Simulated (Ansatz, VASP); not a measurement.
Be4S in VASP and in Ansatz

INCAR

```
SYSTEM = Be4S
PREC = Accurate
ENCUT = 520
EDIFF = 1E-6
ISMEAR = 0
SIGMA = 0.1
LREAL = .FALSE.
LASPH = .TRUE.
NELM = 60
ALGO = Normal
ISIF = 2
LWAVE = .FALSE.
LCHARG = .FALSE.
GGA = PE
NBANDS = 15
```

Contents of KPOINTS:

```
Automatic mesh
0
G
  4 4 4
  0 0 0
```

POSCAR

```
Be4S
1.0
    4.0094233200      0.0000000000      0.0000000000
    0.0000000000      4.0094233200      0.0000000000
    0.0000000000      0.0000000000      4.0094233200
Be S
4 1
Direct
    0.0000000000      0.5000000000      0.5000000000
    0.5000000000      0.0000000000      0.5000000000
    0.5000000000      0.5000000000      0.0000000000
    0.0000000000      0.0000000000      0.0000000000
    0.5000000000      0.5000000000      0.5000000000
```

Input for Ansatz:

```yaml
crystal:
  lattice:
    - [4.00942332, 0.0, 0.0]
    - [0.0, 4.00942332, 0.0]
    - [0.0, 0.0, 4.00942332]
  atoms:
    - { symbol: Be, position: [0.0, 0.5, 0.5] }
    - { symbol: Be, position: [0.5, 0.0, 0.5] }
    - { symbol: Be, position: [0.5, 0.5, 0.0] }
    - { symbol: Be, position: [0.0, 0.0, 0.0] }
    - { symbol: S, position: [0.5, 0.5, 0.5] }
basis:
  ecutwfc: 420
kpoints:
  mp_grid: { grid: [4, 4, 4] }
hamiltonian:
  xc: pbe
scf:
  occupations: { method: gaussian, width: 0.1 }
  lower_state_search: "off"
output:
  forces: true
  stress: true
  eigenvalues: true
```

Alike in both runs: task single point; functional PBE; k mesh 4 × 4 × 4; occupations gaussian, width 0.1 eV; no spin polarisation.

|  | VASP | Ansatz |
| --- | --- | --- |
| version | VASP 6.6.1 | Ansatz 0.2.0 |
| potentials or method | VASP PAW PBE potentials, release 64 (Be, S), cutoff 520 eV | scalar-relativistic, plane waves, PAW |
| valence electrons in the cell | 14 | 14 |

|  | VASP | Ansatz | Ansatz less VASP |
| --- | --- | --- | --- |
| gap on the k mesh at the Fermi level (eV) | none | none | - |
| pressure (GPa) | 1.0 | 1.0 | -0.01 |

A gap of «none» marks a metal or a gap that the smearing closes. With one functional, cell and mesh, what is left measures potentials, basis and numerics.

The k mesh is coarse, so the values compare programs but aren't converged.
